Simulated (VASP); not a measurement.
Li2Se: vibrations by perturbation theory with PBE

Li2Se:

```xyz
3
Lattice="0.0000 3.0032 3.0032 3.0032 0.0000 3.0032 3.0032 3.0032 0.0000" Properties=species:S:1:pos:R:3 pbc="T T T"
Li    4.5048    4.5048    4.5048
Li    1.5016    1.5016    1.5016
Se    0.0000    0.0000    0.0000
```

```json
{
  "Program": "VASP 6.6.1",
  "Task": "vibrations by perturbation theory",
  "Functional": "PBE",
  "Potentials or basis": "VASP PAW PBE potentials, release 64 (Li_sv, Se)",
  "Cutoff": "750 eV",
  "k mesh": "8 × 8 × 8",
  "Occupations": "gaussian, width 0.01 eV",
  "Spin": "no spin polarisation",
  "Dipole correction": "no",
  "Further INCAR settings": "ALGO = Normal; EDIFF = 1e-08; IBRION = 8; NSW = 1"
}
```

The electronic dielectric tensor (diagonal) is 4.36 and the born charges (mean of the diagonal) is Li +0.96; Se -1.92 e. The highest phonon frequency at Γ, LO-TO splitting left out is 344 cm⁻¹.

Phonon frequencies in cm⁻¹ (negative: imaginary):
```csv
q point,frequencies
"(0.000, 0.000, 0.000)",0 0 0 271 271 271 344 344 344
```

Electronic dielectric tensor:
```
4.36 0.00 0.00
0.00 4.36 0.00
0.00 0.00 4.36
```

Born effective charge tensors (e):
atom 1, Li
```
0.96 0.00 0.00
0.00 0.96 0.00
0.00 0.00 0.96
```
atom 2, Li
```
0.96 0.00 0.00
0.00 0.96 0.00
0.00 0.00 0.96
```
atom 3, Se
```
-1.92  0.00  0.00
 0.00 -1.92  0.00
 0.00  0.00 -1.92
```

It took 29 min on 1 thread of Intel Xeon 8259CL (shared host), peak memory 0.46 GiB.
